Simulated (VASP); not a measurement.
Input of a VASP 6.6.1 run:

File INCAR:

```
SYSTEM = CaF2
ALGO     = Normal         ! electronic algorithm
EDIFF    = 1E-8           ! SCF threshold, eV
ENCUT    = 520            ! plane-wave cutoff, eV
GGA      = PS             ! functional
GGA_COMPAT= .FALSE.      
ISIF     = 2              ! what is computed and relaxed
ISMEAR   = -1             ! smearing method
LASPH    = .TRUE.         ! aspherical terms in the spheres
LCHARG   = .FALSE.        ! write CHGCAR
LEFG     = .TRUE.       
LREAL    = .FALSE.        ! projectors in reciprocal space
LWAVE    = .FALSE.        ! write WAVECAR
NBANDS   = 19             ! bands
NELM     = 120            ! most SCF steps
PREC     = Accurate       ! precision mode
SIGMA    = 0.02           ! smearing width, eV
```

File KPOINTS:

```
k-points
0
G
  8 8 8
  0 0 0
```

POSCAR

```
CaF2
1.0
    0.0000000000      2.7848175212      2.7848175212
    2.7848175212      0.0000000000      2.7848175212
    2.7848175212      2.7848175212      0.0000000000
Ca F
1 2
Direct
    0.0000000000      0.0000000000      0.0000000000
    0.2500000000      0.2500000000      0.2500000000
    0.7500000000      0.7500000000      0.7500000000
```

Potentials or basis: VASP PAW PBE potentials, release 64 (Ca_sv, F).

Run with:

```sh
$ cat potpaw_PBE.64/Ca_sv/POTCAR potpaw_PBE.64/F/POTCAR > POTCAR
$ mpirun -np 1 vasp_std > vasp.out
```

(1) Predict the band gap on the k mesh.

(2) Estimate the pressure.

Results:

(1) 6.77 eV (least direct gap 7.01 eV).

(2) -5.7 GPa.

Caveat: the cell stands under tension; the PAW data sets were made with another functional, which shifts forces and pressure a little.
